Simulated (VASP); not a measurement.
Input of a VASP 6.6.1 run:

INCAR

```
PREC = Accurate
ENCUT = 520
EDIFF = 1E-7
ISMEAR = 0
SIGMA = 0.05
LREAL = F
LASPH = T
NELM = 100
ALGO = Normal
ISIF = 2
LWAVE = F
LCHARG = F
LDIPOL = T
IDIPOL = 3
DIPOL = 0.5 0.5 0.394
GGA = PE
IVDW = 12
NBANDS = 31
```

Contents of KPOINTS:

```
regular mesh
0
Gamma
  9 9 1
```

The input POSCAR:

```
PtS2
1.0
    3.5415278079      0.0000000000      0.0000000000
   -1.7707639039      3.0670530498      0.0000000000
    0.0000000000      0.0000000000     22.4670615492
S Pt
4 2
Direct
    0.6666666667      0.3333333333      0.2002932155
    0.3333333333      0.6666666667      0.3108341854
    1.0000000000      0.0000000000      0.4773001022
    1.3333333333     -0.3333333333      0.5878410722
    0.0000000000      0.0000000000      0.2555637004
    1.6666666667      0.3333333333      0.5325705872
```

Potentials or basis: VASP PAW PBE potentials, release 64 (S, Pt).

Launch:

```bash
$ cat potpaw_PBE.64/S/POTCAR potpaw_PBE.64/Pt/POTCAR > POTCAR
$ mpirun -np 1 vasp_std > vasp.out
```

What does it give for the band gap on the k mesh?

1.59 eV (least direct gap 1.69 eV).

Estimate the largest force.

0.060 eV/Å.

Forces in eV/Å, atoms in the order of the input:
```
S    0.000  0.000  0.044
S    0.000  0.000  0.030
S    0.000  0.000 -0.026
S    0.000  0.000 -0.042
Pt   0.000  0.000  0.055
Pt   0.000  0.000 -0.060
```

Caveat: the cell differs from its parent crystal (layers slid over each other); spin-orbit coupling is left out, which moves the levels of the heavy elements.
